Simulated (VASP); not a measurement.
# TePb (Fm-3m) in VASP: further runs

Runs on TePb. Level: PBEsol. Tasks: single point.

Program: VASP 6.6.1. These are calculated values, not measurements. Logs are shortened: lines on timing, memory, paths and dates and some standing lists are left out, and cuts for length are marked.

**1. The cell of the first run**

The structure is cubic, space group Fm-3m (No. 225). Conventional cell: a = 6.330 Å, b = 6.330 Å, c = 6.330 Å, α = 90.00°, β = 90.00°, γ = 90.00°. Within 4.2 Å of Pb (site symmetry m-3m) lie 6 Te at 3.17 Å. Within 4.2 Å of Te (site symmetry m-3m) lie 6 Pb at 3.17 Å.

**2. Single point, PBEsol**

INCAR

```
ALGO = Normal ; EDIFF = 1E-7
ENCUT = 520 ; GGA = PS
ISIF = 2 ; ISMEAR = -1
LASPH = T ; LCHARG = F
LREAL = F ; LWAVE = F
NBANDS = 17 ; NELM = 60
PREC = Accurate ; SIGMA = 0.05
```

KPOINTS

```
k-points
0
Gamma
  7 7 7
```

POSCAR

```
TePb
1.0
    0.0000000000      3.1650427173      3.1650427173
    3.1650427173      0.0000000000      3.1650427173
    3.1650427173      3.1650427173      0.0000000000
Pb Te
1 1
Direct
    0.0000000000      0.0000000000      0.0000000000
    0.5000000000      0.5000000000      0.5000000000
```

Potentials or basis: VASP PAW PBE potentials, release 64 (Pb_d, Te).

Command:

```console
cat potpaw_PBE.64/Pb_d/POTCAR potpaw_PBE.64/Te/POTCAR > POTCAR
mpirun -np 1 vasp_std > vasp.out
```

OUTCAR:

```text
EDIFF = 1E-7
   ENCUT = 520
   GGA = PS
   ISIF = 2
   ISMEAR = -1
   LASPH = T
   LREAL = F
   NELM = 60
   PREC = Accurate

 ion  position               nearest neighbor table
   1  0.000  0.000  0.000-   2 3.17   2 3.17   2 3.17   2 3.17   2 3.17   2 3.17
   2  0.500  0.500  0.500-   1 3.17   1 3.17   1 3.17   1 3.17   1 3.17   1 3.17

  LATTYP: Found a face centered cubic cell.
 ALAT       =     6.3300854346

  Lattice vectors:

 A1 = (   0.0000000000,   3.1650427173,   3.1650427173)
 A2 = (   3.1650427173,   0.0000000000,   3.1650427173)
 A3 = (   3.1650427173,   3.1650427173,   0.0000000000)

Analysis of symmetry for initial positions (statically):
=====================================================================
 Subroutine PRICEL returns:
 Original cell was already a primitive cell.

 Routine SETGRP: Setting up the symmetry group for a
 face centered cubic supercell.

 Subroutine GETGRP returns: Found 48 space group operations
[... 9 lines left out ...]

 Routine SETGRP: Setting up the symmetry group for a
 face centered cubic supercell.

 Subroutine GETGRP returns: Found 48 space group operations
[... 11 lines left out ...]
                                     Primitive cell

  volume of cell :      63.4116

  direct lattice vectors                    reciprocal lattice vectors
     0.000000000  3.165042717  3.165042717    -0.157975751  0.157975751  0.157975751
     3.165042717  0.000000000  3.165042717     0.157975751 -0.157975751  0.157975751
     3.165042717  3.165042717  0.000000000     0.157975751  0.157975751 -0.157975751

  length of vectors
     4.476046336  4.476046336  4.476046336     0.273622027  0.273622027  0.273622027

  position of ions in fractional coordinates (direct lattice)
     0.000000000  0.000000000  0.000000000
     0.500000000  0.500000000  0.500000000

  ion indices of the primitive-cell ions
   primitive index   ion index
                 1           1
                 2           2

----------------------------------------------------------------------------------------

 KPOINTS: k-points

Automatic generation of k-mesh.
 Grid dimensions read from file:
 generate k-points for:    7    7    7

 Generating k-lattice:

  Cartesian coordinates                     Fractional coordinates (reciprocal lattice)
    -0.022567964  0.022567964  0.022567964     0.142857143  0.000000000  0.000000000
     0.022567964 -0.022567964  0.022567964     0.000000000  0.142857143  0.000000000
     0.022567964  0.022567964 -0.022567964     0.000000000  0.000000000  0.142857143

  Length of vectors
     0.039088861  0.039088861  0.039088861

  Shift w.r.t. Gamma in fractional coordinates (k-lattice)
     0.000000000  0.000000000  0.000000000

 Subroutine IBZKPT returns following result:
 ===========================================

 Found     20 irreducible k-points:

 Following reciprocal coordinates:
            Coordinates               Weight
  0.000000  0.000000  0.000000      1.000000
  0.142857  0.000000  0.000000      8.000000
  0.285714  0.000000  0.000000      8.000000
  0.428571  0.000000  0.000000      8.000000
  0.142857  0.142857  0.000000      6.000000
  0.285714  0.142857  0.000000     24.000000
[... 12 lines left out ...]
 -0.428571  0.428571  0.142857     24.000000
 -0.285714  0.428571  0.142857     24.000000
   k-points           NKPTS =     20   k-points in BZ     NKDIM =     20   number of bands    NBANDS=     17
   number of dos      NEDOS =    301   number of ions     NIONS =      2
   total plane-waves  NPLWV =  46656
   dimension x,y,z NGX =    36 NGY =   36 NGZ =   36
   dimension x,y,z NGXF=    72 NGYF=   72 NGZF=   72
   ions per type =               1   1
   NGX,Y,Z   is equivalent  to a cutoff of  13.37, 13.37, 13.37 a.u.
   NGXF,Y,Z  is equivalent  to a cutoff of  26.74, 26.74, 26.74 a.u.
 SYSTEM =  unknown system
   PREC   = accura    normal or accurate (medium, high low for compatibility)
   ISTART =      0    job   : 0-new  1-cont  2-samecut
   ICHARG =      2    charge: 1-file 2-atom 10-const
   ISPIN  =      1    spin polarized calculation?
   LNONCOLLINEAR =      F non collinear calculations
   LSORBIT =      F    spin-orbit coupling
   LASPH  =      T    aspherical Exc in radial PAW
   ENCUT  =  520.0 eV  38.22 Ry    6.18 a.u.   8.32  8.32  8.32*2*pi/ulx,y,z
   NELM   =     60;   NELMIN=  2; NELMDL= -5     # of ELM steps
   EDIFF  = 0.1E-06   stopping-criterion for ELM
   LREAL  =      F    real-space projection
   EDIFFG = 0.1E-05   stopping-criterion for IOM
   NSW    =      0    number of steps for IOM
   IBRION =     -1    ionic relax: 0-MD 1-quasi-New 2-CG
   NFREE  =      0    steps in history (QN), initial steepest desc. (CG)
   ISIF   =      2    stress and relaxation
   ISYM   =      2    0-nonsym 1-usesym 2-fastsym
   POTIM  = 0.5000    time-step for ionic-motion
   TEBEG  =    0.0;   TEEND  =   0.0 temperature during run
   PSTRESS=    0.0 pullay stress
   NELECT =      20.0000    total number of electrons
   NUPDOWN=      -1.0000    fix difference up-down
   EMIN   =  10.00;   EMAX   =-10.00  energy-range for DOS
   EFERMI =   0.00;   METHOD = LEGACY
   ISMEAR =    -1;   SIGMA  =   0.05  broadening in eV -4-tet -1-fermi 0-gaus
   EFERMI_NEDOS =   21; number of points for ismear=-14 and -15
   IALGO  =     38    algorithm
   IMIX   =      4    mixing-type and parameters
     AMIX     =   0.40;   BMIX     =  1.00
     AMIX_MAG =   1.60;   BMIX_MAG =  1.00
  volume/ion in A,a.u.               =      31.71       213.96
  Fermi-wavevector in a.u.,A,eV,Ry     =   1.114368  2.105850 16.895930  1.241816
  Thomas-Fermi vector in A             =   2.250962
   LORBIT       =      0    0 simple, 1 ext, 2 COOP (PROOUT), +10 PAW based schemes
   GGA     = PS    functional components
   LHFCALC =     F    Hartree Fock is set to
   AEXX    =    0.0000 exact exchange contribution
   IVDW    =     0    specifies the selected vdW correction
   LEPSILON=     F    determine dielectric tensor
   LRPA    =     F    only Hartree local field effects (RPA)
 non-spin polarized calculation
  energy-cutoff  :      520.00
  volume of cell :       63.41
 maximum number of plane-waves:      1729
 NGX is ok and might be reduce to    36
   NGX = 17   NGY = 17   NGZ = 17

 number of electron      19.9999998 magnetization

 Free energy of the ion-electron system (eV)
  ---------------------------------------------------
  ext. energy  EPLUGINS =         0.00000000
  ---------------------------------------------------
  free energy    TOTEN  =        -8.23335522 eV

  energy without entropy =       -8.23334653  energy(sigma->0) =       -8.23335088

 E-fermi :   6.6046     XC(G=0):  -9.7502

 val. band max:        6.1694687805   @ k =   0.4286   0.0000   0.0000
 cond. band min:       7.0332946763   @ k =   0.4286   0.0000   0.0000
 fundamental gap:      0.8638258958
 Fermi energy:         6.6045516105

 k-point     1 :       0.0000    0.0000    0.0000
  band No.  band energies     occupation
      1     -10.4598      2.00000
      2     -10.4598      2.00000
      3     -10.4435      2.00000
      4     -10.4435      2.00000
      5     -10.4435      2.00000
      6      -6.2876      2.00000
[... 9 lines left out ...]
     16      11.8966      0.00000
     17      13.2852      0.00000

 k-point     2 :       0.1429    0.0000    0.0000
  band No.  band energies     occupation
      1     -10.4632      2.00000
      2     -10.4632      2.00000
      3     -10.4430      2.00000
      4     -10.4398      2.00000
      5     -10.4398      2.00000
      6      -6.0969      2.00000
[... 9 lines left out ...]
     16      12.2975      0.00000
     17      14.7715      0.00000

 k-point     3 :       0.2857    0.0000    0.0000
  band No.  band energies     occupation
      1     -10.4719      2.00000
      2     -10.4719      2.00000
      3     -10.4420      2.00000
      4     -10.4302      2.00000
      5     -10.4302      2.00000
      6      -5.5534      2.00000
[... 9 lines left out ...]
     16      13.3665      0.00000
     17      17.2442      0.00000

 k-point     4 :       0.4286    0.0000    0.0000
  band No.  band energies     occupation
      1     -10.4793      2.00000
      2     -10.4793      2.00000
      3     -10.4415      2.00000
      4     -10.4221      2.00000
      5     -10.4221      2.00000
      6      -4.8423      2.00000
[... 9 lines left out ...]
     16      14.9402      0.00000
     17      16.4329      0.00000

 k-point     5 :       0.1429    0.1429    0.0000
  band No.  band energies     occupation
      1     -10.4716      2.00000
      2     -10.4571      2.00000
      3     -10.4461      2.00000
      4     -10.4375      2.00000
      5     -10.4375      2.00000
      6      -6.0327      2.00000
[... 9 lines left out ...]
     16      12.9979      0.00000
     17      14.3446      0.00000

 k-point     6 :       0.2857    0.1429    0.0000
  band No.  band energies     occupation
      1     -10.4843      2.00000
      2     -10.4600      2.00000
      3     -10.4459      2.00000
      4     -10.4312      2.00000
      5     -10.4285      2.00000
      6      -5.6060      2.00000
[... 9 lines left out ...]
     16      14.0806      0.00000
     17      15.7731      0.00000
[... 201 lines left out ...]
 k-point    17 :       0.4286    0.2857    0.1429
  band No.  band energies     occupation
      1     -10.4983      2.00000
      2     -10.4621      2.00000
      3     -10.4449      2.00000
      4     -10.4242      2.00000
      5     -10.4235      2.00000
      6      -5.1071      2.00000
[... 9 lines left out ...]
     16      15.2667      0.00000
     17      16.0558      0.00000

 k-point    18 :      -0.4286    0.2857    0.1429
  band No.  band energies     occupation
      1     -10.5054      2.00000
      2     -10.4680      2.00000
      3     -10.4380      2.00000
      4     -10.4274      2.00000
      5     -10.4168      2.00000
      6      -4.5094      2.00000
[... 9 lines left out ...]
     16      15.6417      0.00000
     17      16.7669      0.00000

 k-point    19 :      -0.4286    0.4286    0.1429
  band No.  band energies     occupation
      1     -10.5296      2.00000
      2     -10.4556      2.00000
      3     -10.4481      2.00000
      4     -10.4193      2.00000
      5     -10.4110      2.00000
      6      -4.3763      2.00000
[... 9 lines left out ...]
     16      16.5858      0.00000
     17      17.2722      0.00000

 k-point    20 :      -0.2857    0.4286    0.1429
  band No.  band energies     occupation
      1     -10.5208      2.00000
      2     -10.4632      2.00000
      3     -10.4382      2.00000
      4     -10.4286      2.00000
      5     -10.4111      2.00000
      6      -4.2201      2.00000
[... 9 lines left out ...]
     16      16.5806      0.00000
     17      17.2033      0.00000

------------------------ aborting loop because EDIFF is reached ----------------------------------------

  FORCE on cell =-STRESS in cart. coord.  units (eV):
  Direction    XX          YY          ZZ          XY          YZ          ZX
  --------------------------------------------------------------------------------------
  -------------------------------------------------------------------------------------
  Total        1.0418847      1.0418847      1.0418847     -0.0000000      0.0000000     -0.0000000
  in kB       26.3245831     26.3245831     26.3245831     -0.0000000      0.0000000     -0.0000000
  external PRESSURE =      26.3245831 kB  Pullay stress =       0.0000000 kB

 VOLUME and BASIS-vectors are now :
 -----------------------------------------------------------------------------
  energy-cutoff  :      520.00
  volume of cell :       63.41
      direct lattice vectors                 reciprocal lattice vectors
     0.000000000  3.165042717  3.165042717    -0.157975751  0.157975751  0.157975751
     3.165042717  0.000000000  3.165042717     0.157975751 -0.157975751  0.157975751
     3.165042717  3.165042717  0.000000000     0.157975751  0.157975751 -0.157975751

 POSITION                                       TOTAL-FORCE (eV/Angst)
 -----------------------------------------------------------------------------------
      0.00000      0.00000      0.00000        -0.000000     -0.000000     -0.000000
      3.16504      3.16504      3.16504         0.000000      0.000000      0.000000
 -----------------------------------------------------------------------------------
    total drift:                               -0.000000      0.000000      0.000000

  FREE ENERGIE OF THE ION-ELECTRON SYSTEM (eV)
  ---------------------------------------------------
  free  energy   TOTEN  =        -8.2333552199 eV

  energy  without entropy=       -8.2333465316  energy(sigma->0) =       -8.23335088
```

Wall time 10 s (1 thread of Intel Xeon 6975P-C (Granite Rapids), shared host); peak memory 0.2 GiB.

Results:

- Free energy: -8.2334 eV
- Pressure: 2.6 GPa

Levels at points of the mesh, in eV from the Fermi level:
| k point | band 8 | band 9 | band 10 | band 11 | band 12 | band 13 |
| --- | --- | --- | --- | --- | --- | --- |
| (0.00, 0.00, 0.00) | -1.90 | -1.90 | -1.90 | 3.80 | 3.80 | 3.80 |

Caveat: this odd mesh misses L, where the gap lies, so gap, dielectric constants and Born charges aren't listed; the PAW data sets were made with another functional, which shifts forces and pressure a little; spin-orbit coupling is left out, which moves the levels of the heavy elements.

**3. Single point, PBEsol**

This run uses another cell than the first one, of 32.38 Å³/atom, 1.021 times its volume.

INCAR

```
SYSTEM = TePb
ALGO = Normal
EDIFF = 1E-6
ENCUT = 520
GGA = PS
ISIF = 2
ISMEAR = -1
LASPH = .TRUE.
LCHARG = .FALSE.
LREAL = .FALSE.
LWAVE = .FALSE.
NBANDS = 17
NELM = 60
PREC = Accurate
SIGMA = 0.05
```

KPOINTS

```
k-points
0
G
  7 7 7
  0 0 0
```

POSCAR

```
TePb
1.0
    0.0000000000      3.1873324849      3.1873324849
    3.1873324849      0.0000000000      3.1873324849
    3.1873324849      3.1873324849      0.0000000000
Pb Te
1 1
Direct
    0.0000000000      0.0000000000      0.0000000000
    0.5000000000      0.5000000000      0.5000000000
```

Potentials or basis: VASP PAW PBE potentials, release 64 (Pb_d, Te).

Command:

```console
cat potpaw_PBE.64/Pb_d/POTCAR potpaw_PBE.64/Te/POTCAR > POTCAR
mpirun -np 1 vasp_std > vasp.out
```

OUTCAR:

```text
SYSTEM = TePb
   EDIFF = 1E-6
   ENCUT = 520
   GGA = PS
   ISIF = 2
   ISMEAR = -1
   LASPH = .TRUE.
   LREAL = .FALSE.
   NELM = 60
   PREC = Accurate

 ion  position               nearest neighbor table
   1  0.000  0.000  0.000-   2 3.19   2 3.19   2 3.19   2 3.19   2 3.19   2 3.19
   2  0.500  0.500  0.500-   1 3.19   1 3.19   1 3.19   1 3.19   1 3.19   1 3.19

  LATTYP: Found a face centered cubic cell.
 ALAT       =     6.3746649698

  Lattice vectors:

 A1 = (   0.0000000000,   3.1873324849,   3.1873324849)
 A2 = (   3.1873324849,   0.0000000000,   3.1873324849)
 A3 = (   3.1873324849,   3.1873324849,   0.0000000000)

Analysis of symmetry for initial positions (statically):
=====================================================================
 Subroutine PRICEL returns:
 Original cell was already a primitive cell.

 Routine SETGRP: Setting up the symmetry group for a
 face centered cubic supercell.

 Subroutine GETGRP returns: Found 48 space group operations
[... 9 lines left out ...]

 Routine SETGRP: Setting up the symmetry group for a
[... 145 lines left out ...]
  free energy    TOTEN  =        -8.25100578 eV

  energy without entropy =       -8.25099914  energy(sigma->0) =       -8.25100246

 E-fermi :   6.3358     XC(G=0):  -9.6545

 val. band max:        5.8830951872   @ k =   0.4286   0.0000   0.0000
 cond. band min:       6.7798679251   @ k =   0.4286   0.0000   0.0000
 fundamental gap:      0.8967727379
 Fermi energy:         6.3358351196

 k-point     1 :       0.0000    0.0000    0.0000
  band No.  band energies     occupation
      1     -10.7029      2.00000
      2     -10.7029      2.00000
      3     -10.6885      2.00000
      4     -10.6885      2.00000
      5     -10.6885      2.00000
      6      -6.3866      2.00000
[... 377 lines left out ...]
      4     -10.6746      2.00000
      5     -10.6587      2.00000
      6      -4.4091      2.00000
[... 9 lines left out ...]
     16      16.2890      0.00000
     17      16.8635      0.00000

------------------------ aborting loop because EDIFF is reached ----------------------------------------

  FORCE on cell =-STRESS in cart. coord.  units (eV):
  Direction    XX          YY          ZZ          XY          YZ          ZX
  --------------------------------------------------------------------------------------
  -------------------------------------------------------------------------------------
  Total        0.5985351      0.5985351      0.5985351     -0.0000000      0.0000000      0.0000000
  in kB       14.8077157     14.8077157     14.8077157     -0.0000000      0.0000000      0.0000000
  external PRESSURE =      14.8077157 kB  Pullay stress =       0.0000000 kB

 VOLUME and BASIS-vectors are now :
 -----------------------------------------------------------------------------
  energy-cutoff  :      520.00
  volume of cell :       64.76
      direct lattice vectors                 reciprocal lattice vectors
     0.000000000  3.187332485  3.187332485    -0.156870989  0.156870989  0.156870989
     3.187332485  0.000000000  3.187332485     0.156870989 -0.156870989  0.156870989
     3.187332485  3.187332485  0.000000000     0.156870989  0.156870989 -0.156870989

 POSITION                                       TOTAL-FORCE (eV/Angst)
 -----------------------------------------------------------------------------------
      0.00000      0.00000      0.00000         0.000000     -0.000000     -0.000000
      3.18733      3.18733      3.18733         0.000000      0.000000      0.000000
 -----------------------------------------------------------------------------------
    total drift:                               -0.000000      0.000000      0.000000

  FREE ENERGIE OF THE ION-ELECTRON SYSTEM (eV)
  ---------------------------------------------------
  free  energy   TOTEN  =        -8.2510057794 eV

  energy  without entropy=       -8.2509991374  energy(sigma->0) =       -8.25100246
```

OSZICAR:

```text
N       E                     dE             d eps       ncg     rms          rms(c)
DAV:   1     0.148425398825E+03    0.14843E+03   -0.90640E+03   680   0.114E+03
DAV:   2     0.204308244449E+01   -0.14638E+03   -0.14196E+03   706   0.292E+02
DAV:   3    -0.808213462324E+01   -0.10125E+02   -0.10022E+02   899   0.835E+01
DAV:   4    -0.834469598351E+01   -0.26256E+00   -0.26239E+00   822   0.146E+01
DAV:   5    -0.835564484324E+01   -0.10949E-01   -0.10948E-01   980   0.287E+00    0.371E+00
DAV:   6    -0.825629427150E+01    0.99351E-01   -0.20988E-01   999   0.358E+00    0.235E+00
DAV:   7    -0.825098464528E+01    0.53096E-02   -0.71024E-02   905   0.147E+00    0.886E-01
DAV:   8    -0.825101908547E+01   -0.34440E-04   -0.81520E-03   852   0.893E-01    0.149E-01
DAV:   9    -0.825101162258E+01    0.74629E-05   -0.85699E-04  1017   0.290E-01    0.368E-02
DAV:  10    -0.825100369376E+01    0.79288E-05   -0.87221E-05   924   0.811E-02    0.226E-02
DAV:  11    -0.825100573911E+01   -0.20453E-05   -0.18031E-05   866   0.305E-02    0.159E-02
DAV:  12    -0.825100577940E+01   -0.40288E-07   -0.83091E-07   531   0.745E-03
   1 F= -.82510058E+01 E0= -.82510025E+01  d E =-.664200E-05
```

It took 9.1 s on 1 thread of Intel Xeon 6975P-C (Granite Rapids), shared host; peak memory 0.2 GiB.

What came out:

- Free energy: -8.2510 eV
- Pressure: 1.5 GPa

Caveat: this odd mesh misses L, where the gap lies, so gap, dielectric constants and Born charges aren't listed; the PAW data sets were made with another functional, which shifts forces and pressure a little; spin-orbit coupling is left out, which moves the levels of the heavy elements.
